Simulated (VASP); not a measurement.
Set up this calculation in VASP 6.6.1, as the native input.

| Quantity | Value |
| --- | --- |
| Task | single point |
| Functional | PBEsol |
| Potentials or basis | VASP PAW PBE potentials, release 64 (B, N) |
| Cutoff | 520 eV |
| k mesh | 4 × 4 × 2 |
| Occupations | fermi-dirac, width 0.112 eV |
| Spin | no spin polarisation |
| Dipole correction | no |
| Further INCAR settings | LREAL = Auto; ALGO = Normal; EDIFF = 1e-06; NBANDS = 66 |

The structure of BN lies in POSCAR:

```
BN
1.0
    0.0000000000      3.6096491085      3.6096491085
    3.6096491085      0.0000000000      3.6096491085
    5.4144736627      5.4144736627      0.0000000000
B N
12 12
Direct
   -0.0003285638     -0.0045860413     -0.0064549210
   -0.0053427631      0.0049657181      0.3436235202
    0.0048420219      0.0126552467      0.6632125713
   -0.0199617741      0.4881654552      0.0091185225
   -0.0090601604      0.4975519631      0.3361783829
   -0.0003902041      0.4979025512      0.6732051400
    0.5135997833     -0.0010809915     -0.0043204569
    0.5057576083      0.0068066173      0.3243551653
    0.5149992268     -0.0013304617      0.6661856211
    0.4898447043      0.5072885050     -0.0019530061
    0.4775088792      0.5139730883      0.3361343343
    0.5025626994      0.5066071369      0.6696833757
    0.1239141220      0.1075394002      0.0904155289
    0.1451815632      0.1199231524      0.4087013139
    0.1490585328      0.1076949555      0.7562217964
    0.1146313638      0.6107067290      0.0851120587
    0.1074851013      0.6114277132      0.4355013334
    0.1084299300      0.6277648968      0.7517779665
    0.6321467631      0.1275179349      0.0781320635
    0.6188298178      0.1337715898      0.4211446286
    0.6295783694      0.1479792035      0.7376624671
    0.5972435091      0.6325987461      0.0864140319
    0.6298062309      0.6288848117      0.4163515496
    0.6407183719      0.6352189454      0.7360659130
```

One way to write it, as run:

INCAR

```
SYSTEM = BN
ALGO = Normal
EDIFF = 1E-6
ENCUT = 520
GGA = PS
ISIF = 2
ISMEAR = -1
LASPH = .TRUE.
LCHARG = .FALSE.
LREAL = Auto
LWAVE = .FALSE.
NBANDS = 66
NELM = 100
PREC = Accurate
SIGMA = 0.112
```

KPOINTS

```
k-points
0
G
  4 4 2
  0 0 0
```

Potentials or basis: VASP PAW PBE potentials, release 64 (B, N).

Run with:

```bash
$ cat potpaw_PBE.64/B/POTCAR potpaw_PBE.64/N/POTCAR > POTCAR
$ mpirun -np 1 vasp_std > vasp.out
```

It gave:

```
Pressure               : 1.3 GPa
Largest force          : 4.095 eV/Å
Band gap on the k mesh : 4.01 eV
```

Caveat: the k points lie up to 0.50 Å⁻¹ apart; the atoms stand as in a frame of molecular dynamics; the PAW data sets were made with another functional, which shifts forces and pressure a little.

Wall time 4.9 min on 1 thread of Intel(R) Xeon(R) 6975P-C (Granite Rapids), on a shared host, peak memory 0.34 GiB.
